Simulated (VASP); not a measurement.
# InAs (I-4m2) in VASP: single point with PBE

Aim: the single point of InAs with PBE.

Everything below comes from runs of VASP 6.6.1. Logs are shortened: lines on timing, memory, paths and dates and some standing lists are left out, and cuts for length are marked.

**1. The cell of the first run**

The structure is tetragonal, space group I-4m2 (No. 119). The conventional cell has a = 4.752 Å, b = 4.752 Å, c = 5.242 Å, α = 90.00°, β = 90.00°, γ = 90.00°. Within 3.6 Å of In (site symmetry -4m2) lie 4 As at 2.71 Å. Within 3.6 Å of As (site symmetry -4m2) lie 4 In at 2.71 Å.

**2. Single point, PBE**

INCAR

```
PREC = Accurate ; ENCUT = 520
EDIFF = 1E-7 ; ISMEAR = 0
SIGMA = 0.15 ; LREAL = F
LASPH = T ; NELM = 80
ALGO = Normal ; ISIF = 2
LWAVE = F ; LCHARG = F
GGA = PE ; NBANDS = 16
```

KPOINTS

```
Automatic mesh
0
Gamma
  18 18 18
```

POSCAR

```
InAs
1.0
    0.0000000000      3.3604829118      2.6211766712
    3.3604829118      0.0000000000      2.6211766712
    3.3604829118      3.3604829118      0.0000000000
In As
1 1
Direct
    0.0000000000      0.0000000000      0.0000000000
    0.7500000000      0.7500000000      0.7500000000
```

Potentials or basis: VASP PAW PBE potentials, release 64 (In_d, As).

Command:

```console
$ cat potpaw_PBE.64/In_d/POTCAR potpaw_PBE.64/As/POTCAR > POTCAR
$ mpirun -np 1 vasp_std > vasp.out
```

OUTCAR:

```text
PREC = Accurate
   ENCUT = 520
   EDIFF = 1E-7
   ISMEAR = 0
   LREAL = F
   LASPH = T
   NELM = 80
   ISIF = 2
   GGA = PE

 ion  position               nearest neighbor table
   1  0.000  0.000  0.000-   2 2.71   2 2.71   2 2.71   2 2.71
   2  0.750  0.750  0.750-   1 2.71   1 2.71   1 2.71   1 2.71

  LATTYP: Found a body centered tetragonal cell.
 ALAT       =     4.7524405100
 C/A-ratio  =     1.1030865786

  Lattice vectors:

 A1 = (   0.0000000000,  -3.3604829118,  -2.6211766712)
 A2 = (   0.0000000000,   3.3604829118,  -2.6211766712)
 A3 = (   3.3604829118,   0.0000000000,   2.6211766712)

Analysis of symmetry for initial positions (statically):
=====================================================================
 Subroutine PRICEL returns:
 Original cell was already a primitive cell.

 Routine SETGRP: Setting up the symmetry group for a
 body centered tetragonal supercell.

 Subroutine GETGRP returns: Found  8 space group operations
 (whereof  8 operations were pure point group operations)
 out of a pool of 16 trial point group operations.

The static configuration has the point symmetry D_2d.

Analysis of symmetry for dynamics (positions and initial velocities):
=====================================================================
 Subroutine PRICEL returns:
 Original cell was already a primitive cell.

 Routine SETGRP: Setting up the symmetry group for a
 body centered tetragonal supercell.

 Subroutine GETGRP returns: Found  8 space group operations
 (whereof  8 operations were pure point group operations)
 out of a pool of 16 trial point group operations.

The dynamic configuration has the point symmetry D_2d.

 Subroutine INISYM returns: Found  8 space group operations
 (whereof  8 operations are pure point group operations),
 and found     1 'primitive' translations

----------------------------------------------------------------------------------------

                                     Primitive cell

  volume of cell :      59.2011

  direct lattice vectors                    reciprocal lattice vectors
     0.000000000  3.360482912  2.621176671    -0.148788139  0.148788139  0.190754025
     3.360482912  0.000000000  2.621176671     0.148788139 -0.148788139  0.190754025
     3.360482912  3.360482912  0.000000000     0.148788139  0.148788139 -0.190754025

  length of vectors
     4.261855528  4.261855528  4.752440510     0.284012181  0.284012181  0.284012181

[... 73 lines left out ...]
   ICHARG =      2    charge: 1-file 2-atom 10-const
   ISPIN  =      1    spin polarized calculation?
   LNONCOLLINEAR =      F non collinear calculations
   LSORBIT =      F    spin-orbit coupling
   LASPH  =      T    aspherical Exc in radial PAW
   ENCUT  =  520.0 eV  38.22 Ry    6.18 a.u.   7.92  7.92  8.84*2*pi/ulx,y,z
   NELM   =     80;   NELMIN=  2; NELMDL= -5     # of ELM steps
   EDIFF  = 0.1E-06   stopping-criterion for ELM
   LREAL  =      F    real-space projection
   EDIFFG = 0.1E-05   stopping-criterion for IOM
   NSW    =      0    number of steps for IOM
   IBRION =     -1    ionic relax: 0-MD 1-quasi-New 2-CG
   NFREE  =      0    steps in history (QN), initial steepest desc. (CG)
   ISIF   =      2    stress and relaxation
   ISYM   =      2    0-nonsym 1-usesym 2-fastsym
   POTIM  = 0.5000    time-step for ionic-motion
   TEBEG  =    0.0;   TEEND  =   0.0 temperature during run
   PSTRESS=    0.0 pullay stress
   NELECT =      18.0000    total number of electrons
   NUPDOWN=      -1.0000    fix difference up-down
   EMIN   =  10.00;   EMAX   =-10.00  energy-range for DOS
   EFERMI =   0.00;   METHOD = LEGACY
   ISMEAR =     0;   SIGMA  =   0.15  broadening in eV -4-tet -1-fermi 0-gaus
   EFERMI_NEDOS =   21; number of points for ismear=-14 and -15
   IALGO  =     38    algorithm
   IMIX   =      4    mixing-type and parameters
     AMIX     =   0.40;   BMIX     =  1.00
     AMIX_MAG =   1.60;   BMIX_MAG =  1.00
  volume/ion in A,a.u.               =      29.60       199.75
  Fermi-wavevector in a.u.,A,eV,Ry     =   1.100836  2.080278 16.488069  1.211839
  Thomas-Fermi vector in A             =   2.237253
   LORBIT       =      0    0 simple, 1 ext, 2 COOP (PROOUT), +10 PAW based schemes
   GGA     = PE    functional components
   LHFCALC =     F    Hartree Fock is set to
   AEXX    =    0.0000 exact exchange contribution
   IVDW    =     0    specifies the selected vdW correction
   LEPSILON=     F    determine dielectric tensor
   LRPA    =     F    only Hartree local field effects (RPA)
 non-spin polarized calculation
 Gauss-broadening in eV      SIGMA  =   0.15
  energy-cutoff  :      520.00
  volume of cell :       59.20
 maximum number of plane-waves:      1614
   NGX = 15   NGY = 15   NGZ = 17

 number of electron      17.9999998 magnetization

 Free energy of the ion-electron system (eV)
  ---------------------------------------------------
  ext. energy  EPLUGINS =         0.00000000
  ---------------------------------------------------
  free energy    TOTEN  =        -7.53736662 eV

  energy without entropy =       -7.53681639  energy(sigma->0) =       -7.53709150

 E-fermi :   4.1802     XC(G=0):  -8.8612

 val. band max:        4.1183633199   @ k =  -0.0556   0.0556   0.0000
 cond. band min:       4.2203692464   @ k =   0.5000   0.0000   0.0000
 fundamental gap:      0.1020059265
 Fermi energy:         4.1802173260

 k-point     1 :       0.0000    0.0000    0.0000
  band No.  band energies     occupation
      1     -10.4634      2.00000
      2     -10.4634      2.00000
      3     -10.3981      2.00000
      4     -10.3963      2.00000
      5     -10.3375      2.00000
      6      -7.4823      2.00000
[... 433 lines left out ...]
      3     -10.4046      2.00000
      4     -10.3886      2.00000
      5     -10.3307      2.00000
      6      -7.0103      2.00000
[... 8 lines left out ...]
     15      11.6124      0.00000
     16      13.7845      0.00000

 [... further k-points ...]
[... 5 lines left out ...]
  --------------------------------------------------------------------------------------
  -------------------------------------------------------------------------------------
  Total       -0.9753206     -0.9753206      0.8790577      0.0000000      0.0000000      0.0000000
  in kB      -26.3954044    -26.3954044     23.7902109      0.0000000      0.0000000      0.0000000
  external PRESSURE =      -9.6668659 kB  Pullay stress =       0.0000000 kB

 VOLUME and BASIS-vectors are now :
 -----------------------------------------------------------------------------
  energy-cutoff  :      520.00
  volume of cell :       59.20
      direct lattice vectors                 reciprocal lattice vectors
     0.000000000  3.360482912  2.621176671    -0.148788139  0.148788139  0.190754025
     3.360482912  0.000000000  2.621176671     0.148788139 -0.148788139  0.190754025
     3.360482912  3.360482912  0.000000000     0.148788139  0.148788139 -0.190754025

 POSITION                                       TOTAL-FORCE (eV/Angst)
 -----------------------------------------------------------------------------------
      0.00000      0.00000      0.00000         0.000000      0.000000      0.000000
      5.04072      5.04072      3.93177        -0.000000     -0.000000     -0.000000
 -----------------------------------------------------------------------------------
    total drift:                               -0.000000     -0.000000      0.000001

  FREE ENERGIE OF THE ION-ELECTRON SYSTEM (eV)
  ---------------------------------------------------
  free  energy   TOTEN  =        -7.5373666207 eV

  energy  without entropy=       -7.5368163876  energy(sigma->0) =       -7.53709150
```

stdout:

```text
POSCAR found type information on POSCAR InAs
 POSCAR found :  2 types and       2 ions
 scaLAPACK will be used
 LDA part: xc-table for (Slater+PW92), standard interpolation
 POSCAR, INCAR and KPOINTS ok, starting setup
 FFT: planning ... GRIDC
 FFT: planning ... GRID_SOFT
 FFT: planning ... GRID
 WAVECAR not read
 entering main loop
```

Wall time 14 min (1 thread of AMD EPYC 7R13 (Zen 3), shared host); peak memory 0.53 GiB.

Results:

```
Free energy            : -7.5374 eV
Pressure               : -1.0 GPa
Band gap on the k mesh : 0.10 eV, indirect (least direct gap 0.15 eV)
```

Stress tensor (GPa, compression positive):
```
-2.64  0.00  0.00
 0.00 -2.64  0.00
 0.00  0.00  2.38
```

Levels at points of the mesh, in eV from the valence-band top:
```
           k point  band 5  band 6  band 7  band 8  band 9  band 10  band 11  band 12  band 13  band 14
(0.00, 0.00, 0.00)  -14.46  -11.60   -1.08   -0.57   -0.57     0.21     3.59     4.09     4.09     7.03
(0.50, 0.00, 0.00)  -14.43  -10.36   -5.60   -1.73   -0.62     0.10     3.73     5.27     6.85     7.99
(0.50, 0.50, 0.00)  -14.42   -9.59   -4.89   -3.06   -3.06     0.49     0.99     8.44     8.44     9.30
(0.50, 0.00, 0.50)  -14.45  -10.13   -6.13   -1.80   -1.69     1.79     2.54     6.80     7.33     7.63
```

Caveat: spin-orbit coupling is left out, which moves the levels of the heavy elements. A k mesh can miss the band edges.
